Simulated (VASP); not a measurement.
# K (Cmcm) in VASP: settings compared

The runs below take K through single point, with RPBE+D4, PBE.

Program: VASP 6.6.1. These are calculated values, not measurements. Logs are shortened: lines on timing, memory, paths and dates and some standing lists are left out, and cuts for length are marked.

## Step 1: The cell of the first run

Symmetry: Cmcm, No. 63, orthorhombic system. Conventional cell: a = 4.342 Å, b = 7.208 Å, c = 6.956 Å, α = 90.00°, β = 90.00°, γ = 90.00°. K (site symmetry m2m) has 12 K at 4.21 to 4.34 Å within 5.5 Å.

## Step 2: Single point, RPBE+D4, non-collinear spin, zero start, spin-orbit coupling

The input, INCAR:

```
SYSTEM = K
PREC = Accurate
ENCUT = 500
EDIFF = 1E-6
ISMEAR = 0
SIGMA = 0.1
LREAL = .False.
LASPH = .True.
NELM = 200
ALGO = Normal
ISIF = 2
LWAVE = .False.
LCHARG = .True.
MAGMOM = 0 0 0 0 0 0
LORBIT = 11
LSORBIT = .True.
GGA_COMPAT = .False.
LORBMOM = .True.
GGA = RP
IVDW = 13
LVHAR = .True.
NBANDS = 30
```

The input, KPOINTS:

```
Automatic mesh
0
Gamma
  1 1 1
  0 0 0
```

The input, POSCAR:

```
K
1.0
    2.1708437296     -3.6041285728      0.0000000000
    2.1708437296      3.6041285728      0.0000000000
    0.0000000000      0.0000000000      6.9558878654
K
2
Direct
    0.8206130200      0.1793869800      0.2500000000
    0.1793869800      0.8206130200      0.7500000000
```

Potentials or basis: VASP PAW PBE potentials, release 64 (K_sv).

Launch:

```console
> cat potpaw_PBE.64/K_sv/POTCAR > POTCAR
> mpirun -np 1 vasp_ncl > vasp.out
```

OUTCAR:

```text
SYSTEM = K
   PREC = Accurate
   ENCUT = 500
   EDIFF = 1E-6
   ISMEAR = 0
   LREAL = .False.
   LASPH = .True.
   NELM = 200
   ISIF = 2
   LORBIT = 11
   LSORBIT = .True.
   GGA = RP
   IVDW = 13

 ion  position               nearest neighbor table
   1  0.821  0.179  0.250-
   2  0.179  0.821  0.750-

  LATTYP: Found a base centered orthorhombic cell.
 ALAT       =     4.3416874592
 B/A-ratio  =     1.6602432150
 C/A-ratio  =     1.6021162119

  Lattice vectors:

 A1 = (   2.1708437296,  -3.6041285728,   0.0000000000)
 A2 = (   2.1708437296,   3.6041285728,   0.0000000000)
 A3 = (   0.0000000000,   0.0000000000,   6.9558878654)

Analysis of symmetry for initial positions (statically):
=====================================================================
 Subroutine PRICEL returns:
 Original cell was already a primitive cell.

 Routine SETGRP: Setting up the symmetry group for a
 base centered orthorhombic supercell.

 Subroutine GETGRP returns: Found  8 space group operations
 (whereof  4 operations were pure point group operations)
 out of a pool of  8 trial point group operations.

The static configuration has the point symmetry C_2h.
 The point group associated with its full space group is D_2h.

Analysis of symmetry for dynamics (positions and initial velocities):
=====================================================================
 Subroutine PRICEL returns:
 Original cell was already a primitive cell.

 Routine SETGRP: Setting up the symmetry group for a
 base centered orthorhombic supercell.

 Subroutine GETGRP returns: Found  8 space group operations
 (whereof  4 operations were pure point group operations)
 out of a pool of  8 trial point group operations.

The dynamic configuration has the point symmetry C_2h.
 The point group associated with its full space group is D_2h.

Analysis of structural, dynamic, and magnetic symmetry:
=====================================================================
 Subroutine PRICEL returns:
 Original cell was already a primitive cell.

 Routine SETGRP: Setting up the symmetry group for a
 base centered orthorhombic supercell.

 Subroutine GETGRP returns: Found  8 space group operations
 (whereof  4 operations were pure point group operations)
 out of a pool of  8 trial point group operations.

The overall configuration has the point symmetry C_2h.
 The point group associated with its full space group is D_2h.

 Subroutine INISYM returns: Found  8 space group operations
 (whereof  4 operations are pure point group operations),
 and found     1 'primitive' translations

----------------------------------------------------------------------------------------

                                     Primitive cell

  volume of cell :     108.8457

  direct lattice vectors                    reciprocal lattice vectors
     2.170843730 -3.604128573  0.000000000     0.230325193 -0.138729790  0.000000000
     2.170843730  3.604128573  0.000000000     0.230325193  0.138729790  0.000000000
     0.000000000  0.000000000  6.955887865     0.000000000  0.000000000  0.143763100

  length of vectors
     4.207410756  4.207410756  6.955887865     0.268878502  0.268878502  0.143763100

  position of ions in fractional coordinates (direct lattice)
     0.820613020  0.179386980  0.250000000
     0.179386980  0.820613020  0.750000000

  ion indices of the primitive-cell ions
   primitive index   ion index
                 1           1
                 2           2

----------------------------------------------------------------------------------------

 KPOINTS: Automatic mesh

Automatic generation of k-mesh.
 Grid dimensions read from file:
 generate k-points for:    1    1    1

 Generating k-lattice:

  Cartesian coordinates                     Fractional coordinates (reciprocal lattice)
     0.230325193 -0.138729790  0.000000000     1.000000000 -0.000000000  0.000000000
     0.230325193  0.138729790  0.000000000    -0.000000000  1.000000000  0.000000000
     0.000000000  0.000000000  0.143763100     0.000000000  0.000000000  1.000000000

  Length of vectors
     0.268878502  0.268878502  0.143763100

  Shift w.r.t. Gamma in fractional coordinates (k-lattice)
     0.000000000  0.000000000  0.000000000

 Subroutine IBZKPT returns following result:
 ===========================================

 Found      1 irreducible k-points:

 Following reciprocal coordinates:
            Coordinates               Weight
  0.000000  0.000000  0.000000      1.000000
   k-points           NKPTS =      1   k-points in BZ     NKDIM =      1   number of bands    NBANDS=     30
   number of dos      NEDOS =    301   number of ions     NIONS =      2
   total plane-waves  NPLWV =  55296
   dimension x,y,z NGX =    32 NGY =   32 NGZ =   54
   dimension x,y,z NGXF=    64 NGYF=   64 NGZF=  108
   ions per type =               2
   NGX,Y,Z   is equivalent  to a cutoff of  12.64, 12.64, 12.91 a.u.
   NGXF,Y,Z  is equivalent  to a cutoff of  25.29, 25.29, 25.81 a.u.
 SYSTEM =  K
   PREC   = accura    normal or accurate (medium, high low for compatibility)
   ISTART =      0    job   : 0-new  1-cont  2-samecut
   ICHARG =      2    charge: 1-file 2-atom 10-const
   ISPIN  =      1    spin polarized calculation?
   LNONCOLLINEAR =      T non collinear calculations
   LSORBIT =      T    spin-orbit coupling
   LASPH  =      T    aspherical Exc in radial PAW
   ENCUT  =  500.0 eV  36.75 Ry    6.06 a.u.   7.67  7.67 12.68*2*pi/ulx,y,z
   NELM   =    200;   NELMIN=  2; NELMDL= -5     # of ELM steps
   EDIFF  = 0.1E-05   stopping-criterion for ELM
   LREAL  =      F    real-space projection
   EDIFFG = 0.1E-04   stopping-criterion for IOM
   NSW    =      0    number of steps for IOM
   IBRION =     -1    ionic relax: 0-MD 1-quasi-New 2-CG
   NFREE  =      0    steps in history (QN), initial steepest desc. (CG)
   ISIF   =      2    stress and relaxation
   ISYM   =      2    0-nonsym 1-usesym 2-fastsym
   POTIM  = 0.5000    time-step for ionic-motion
   TEBEG  =    0.0;   TEEND  =   0.0 temperature during run
   PSTRESS=    0.0 pullay stress
   NELECT =      18.0000    total number of electrons
   NUPDOWN=      -1.0000    fix difference up-down
   EMIN   =  10.00;   EMAX   =-10.00  energy-range for DOS
   EFERMI =   0.00;   METHOD = LEGACY
   ISMEAR =     0;   SIGMA  =   0.10  broadening in eV -4-tet -1-fermi 0-gaus
   EFERMI_NEDOS =   21; number of points for ismear=-14 and -15
   IALGO  =     38    algorithm
   IMIX   =      4    mixing-type and parameters
     AMIX     =   0.40;   BMIX     =  1.00
     AMIX_MAG =   1.60;   BMIX_MAG =  1.00
  volume/ion in A,a.u.               =      54.42       367.26
  Fermi-wavevector in a.u.,A,eV,Ry     =   0.898591  1.698090 10.986229  0.807465
  Thomas-Fermi vector in A             =   2.021319
   LORBIT       =     11    0 simple, 1 ext, 2 COOP (PROOUT), +10 PAW based schemes
   GGA     = RP    functional components
   LHFCALC =     F    Hartree Fock is set to
   AEXX    =    0.0000 exact exchange contribution
   IVDW    =    13    specifies the selected vdW correction
   LEPSILON=     F    determine dielectric tensor
   LRPA    =     F    only Hartree local field effects (RPA)
 Gauss-broadening in eV      SIGMA  =   0.10
  energy-cutoff  :      500.00
  volume of cell :      108.85
 maximum number of plane-waves:      5542
 NGX is ok and might be reduce to    30
   NGX = 15   NGY = 15   NGZ = 25

 number of electron      18.0000001 magnetization      -0.0000000     -0.0000000     -0.0000000

 number of electron      18.0000001 magnetization      -0.0000000      0.0000000     -0.0000000

 number of electron      18.0000001 magnetization       0.0000000      0.0000000      0.0000000

 number of electron      18.0000001 magnetization       0.0000000      0.0000000     -0.0000000

 Free energy of the ion-electron system (eV)
  ---------------------------------------------------
  ext. energy  EPLUGINS =         0.00000000
  ---------------------------------------------------
  free energy    TOTEN  =        -4.45958786 eV

  energy without entropy =       -4.45958786  energy(sigma->0) =       -4.45958786

 E-fermi :  -1.3138     XC(G=0):  -6.2611

 val. band max:       -1.7794959758   @ k =   0.0000   0.0000   0.0000
 cond. band min:       1.1497410539   @ k =   0.0000   0.0000   0.0000
 fundamental gap:      2.9292370298
 Fermi energy:        -1.3137609177

 k-point     1 :       0.0000    0.0000    0.0000
  band No.  band energies     occupation
      1     -31.2651      1.00000
      2     -31.2651      1.00000
      3     -31.2503      1.00000
      4     -31.2503      1.00000
      5     -14.9201      1.00000
      6     -14.9201      1.00000
      7     -14.8174      1.00000
      8     -14.8174      1.00000
      9     -14.6588      1.00000
     10     -14.6588      1.00000
     11     -14.5679      1.00000
     12     -14.5679      1.00000
     13     -14.5551      1.00000
     14     -14.5551      1.00000
     15     -14.5446      1.00000
     16     -14.5446      1.00000
     17      -1.7795      1.00000
     18      -1.7795      1.00000
     19       1.1497      0.00000
     20       1.1497      0.00000
     21       1.4958      0.00000
     22       1.4958      0.00000
     23       4.9536      0.00000
     24       4.9536      0.00000
     25       5.2462      0.00000
     26       5.2462      0.00000
     27       5.4531      0.00000
     28       5.4540      0.00000
     29       5.6104      0.00000
     30       5.6255      0.00000

------------------------ aborting loop because EDIFF is reached ----------------------------------------

  DFT-D4 for vdW energy calculation

  Edisp (eV):   -0.11419

  FORCE on cell =-STRESS in cart. coord.  units (eV):
  Direction    XX          YY          ZZ          XY          YZ          ZX
  --------------------------------------------------------------------------------------
  -------------------------------------------------------------------------------------
  Total       1.08095     1.30993    -0.65257     0.00000     0.00000     0.00000
  in kB      15.91131    19.28182    -9.60561     0.00000     0.00000     0.00000
  external pressure =        8.53 kB  Pullay stress =        0.00 kB

 VOLUME and BASIS-vectors are now :
 -----------------------------------------------------------------------------
  energy-cutoff  :      500.00
  volume of cell :      108.85
      direct lattice vectors                 reciprocal lattice vectors
     2.170843730 -3.604128573  0.000000000     0.230325193 -0.138729790  0.000000000
     2.170843730  3.604128573  0.000000000     0.230325193  0.138729790  0.000000000
     0.000000000  0.000000000  6.955887865     0.000000000  0.000000000  0.143763100

 POSITION                                       TOTAL-FORCE (eV/Angst)
 -----------------------------------------------------------------------------------
      2.17084     -2.31106      1.73897         0.000000      0.000135     -0.000000
      2.17084      2.31106      5.21692         0.000000     -0.000135      0.000000
 -----------------------------------------------------------------------------------
    total drift:                                0.000000     -0.000000      0.000000

  FREE ENERGIE OF THE ION-ELECTRON SYSTEM (eV)
  ---------------------------------------------------
  free  energy   TOTEN  =        -4.5737805736 eV

  energy  without entropy=       -4.5737805735  energy(sigma->0) =       -4.57378057

 orbital moment (x)

 # of ion     p       d       tot
 ----------------------------------------
  1        -0.000   0.000  -0.000
  2        -0.000   0.000  -0.000
 ----------------------------------------
           -0.000   0.000  -0.000

 orbital moment (y)

 # of ion     p       d       tot
 ----------------------------------------
  1         0.000   0.000   0.000
  2         0.000   0.000   0.000
 ----------------------------------------
            0.000   0.000   0.000

 orbital moment (z)

 # of ion     p       d       tot
 ----------------------------------------
  1         0.000   0.000   0.000
  2         0.000   0.000   0.000
 ----------------------------------------
            0.000   0.000   0.000

 Spin-Orbit-Coupling matrix elements

 Ion:    1  E_soc:     -0.0078646
 l=   1
     0.0000000    -0.0013161    -0.0012991
    -0.0013161     0.0000000    -0.0013171
    -0.0012991    -0.0013171     0.0000000
 l=   2
     0.0000000     0.0000000     0.0000000    -0.0000000    -0.0000000
     0.0000000     0.0000000    -0.0000000    -0.0000000    -0.0000000
     0.0000000    -0.0000000     0.0000000    -0.0000000     0.0000000
    -0.0000000    -0.0000000    -0.0000000     0.0000000    -0.0000000
    -0.0000000    -0.0000000     0.0000000    -0.0000000     0.0000000
 l=   3
     0.0000000     0.0000000     0.0000000     0.0000000     0.0000000     0.0000000     0.0000000
     0.0000000     0.0000000     0.0000000     0.0000000     0.0000000     0.0000000     0.0000000
     0.0000000     0.0000000     0.0000000     0.0000000     0.0000000     0.0000000     0.0000000
     0.0000000     0.0000000     0.0000000     0.0000000     0.0000000     0.0000000     0.0000000
     0.0000000     0.0000000     0.0000000     0.0000000     0.0000000     0.0000000     0.0000000
     0.0000000     0.0000000     0.0000000     0.0000000     0.0000000     0.0000000     0.0000000
     0.0000000     0.0000000     0.0000000     0.0000000     0.0000000     0.0000000     0.0000000

 Ion:    2  E_soc:     -0.0078646
 l=   1
     0.0000000    -0.0013161    -0.0012991
    -0.0013161     0.0000000    -0.0013171
    -0.0012991    -0.0013171     0.0000000
 l=   2
     0.0000000     0.0000000     0.0000000    -0.0000000    -0.0000000
     0.0000000     0.0000000    -0.0000000    -0.0000000    -0.0000000
     0.0000000    -0.0000000     0.0000000    -0.0000000     0.0000000
    -0.0000000    -0.0000000    -0.0000000     0.0000000    -0.0000000
    -0.0000000    -0.0000000     0.0000000    -0.0000000     0.0000000
 l=   3
     0.0000000     0.0000000     0.0000000     0.0000000     0.0000000     0.0000000     0.0000000
     0.0000000     0.0000000     0.0000000     0.0000000     0.0000000     0.0000000     0.0000000
     0.0000000     0.0000000     0.0000000     0.0000000     0.0000000     0.0000000     0.0000000
     0.0000000     0.0000000     0.0000000     0.0000000     0.0000000     0.0000000     0.0000000
     0.0000000     0.0000000     0.0000000     0.0000000     0.0000000     0.0000000     0.0000000
     0.0000000     0.0000000     0.0000000     0.0000000     0.0000000     0.0000000     0.0000000
     0.0000000     0.0000000     0.0000000     0.0000000     0.0000000     0.0000000     0.0000000

 total charge

# of ion       s       p       d       tot
------------------------------------------
    1        2.009   5.581   0.000   7.589
    2        2.009   5.581   0.000   7.589
--------------------------------------------------
tot          4.017  11.162   0.000  15.179

 magnetization (x)

# of ion       s       p       d       tot
------------------------------------------
    1        0.000   0.000   0.000   0.000
    2        0.000   0.000   0.000   0.000
--------------------------------------------------
tot          0.000   0.000   0.000   0.000

 magnetization (y)

# of ion       s       p       d       tot
------------------------------------------
    1        0.000   0.000   0.000   0.000
    2        0.000   0.000   0.000   0.000
--------------------------------------------------
tot          0.000   0.000   0.000   0.000

 magnetization (z)

# of ion       s       p       d       tot
------------------------------------------
    1        0.000   0.000   0.000   0.000
    2        0.000  -0.000   0.000  -0.000
--------------------------------------------------
tot          0.000  -0.000   0.000  -0.000
```

Run time: 37 s. Hardware: 1 thread of AMD EPYC 7R43 (Zen 3), shared host; peak memory 0.36 GiB.

What came out:

```
Free energy                                           : -4.5738 eV
Pressure                                              : 0.9 GPa
Net moment                                            : 0.00 μB per cell
Valence electrons inside the program's atomic spheres : K 7.59
Dispersion energy per atom                            : -0.057 eV
```

Moments on the atoms (μB; x, y, z):
```
K   0.00 0.00 0.00
K   0.00 0.00 0.00
```

Caveat: the k points lie up to 1.69 Å⁻¹ apart; the PAW data sets were made with another functional, which shifts forces and pressure a little.

## Step 3: Single point, PBE

This run uses another cell than the first one, of 77.09 Å³/atom, 1.416 times its volume.

The input, INCAR:

```
PREC = Accurate
ENCUT = 500
EDIFF = 1E-6
ISMEAR = 0
SIGMA = 0.1
LREAL = F
LASPH = T
NELM = 120
ALGO = Normal
ISIF = 2
LWAVE = F
LCHARG = F
GGA = PE
NBANDS = 16
ISYM = 0
GGA_COMPAT = F
```

The input, KPOINTS:

```
regular mesh
0
Gamma
  5 1 3
```

The input, POSCAR:

```
K
1.0
    2.4379623500     -4.0476104500      0.0000000000
    2.4379623500      4.0476104500      0.0000000000
    0.0000000000      0.0000000000      7.8117980100
K
2
Direct
    0.8206130200      0.1793869800      0.2500000000
    0.1793869800      0.8206130200      0.7500000000
```

Potentials or basis: VASP PAW PBE potentials, release 64 (K_sv).

Launch:

```console
> cat potpaw_PBE.64/K_sv/POTCAR > POTCAR
> mpirun -np 1 vasp_std > vasp.out
```

Run time: 25 s. Hardware: 1 thread of AMD EPYC 7R43 (Zen 3), shared host; peak memory 0.2 GiB.

The run converged. Its results:

```
Free energy            : -2.9715 eV
Pressure               : -0.6 GPa
Largest force          : 0.005 eV/Å
Band gap on the k mesh : zero (band 9 reaches -0.56 eV, above the bottom of band 10 at -1.12 eV)
```

Forces in eV/Å, atoms in the order of the input:
```
K    0.003 -0.004  0.000
K   -0.003  0.004  0.000
```

Stress tensor (GPa, compression positive):
```
-0.63 -0.46  0.00
-0.46 -1.08  0.00
 0.00  0.00 -0.03
```

Levels at points of the mesh, in eV from the Fermi level:
```csv
k point,band 5,band 6,band 7,band 8,band 9,band 10,band 11,band 12,band 13,band 14
"(0.00, 0.00, 0.00)",-15.08,-15.07,-15.07,-15.07,-1.56,0.84,1.06,4.38,4.63,4.77
```

Caveat: the k points lie up to 1.50 Å⁻¹ apart.

[end of part 1 of 2]
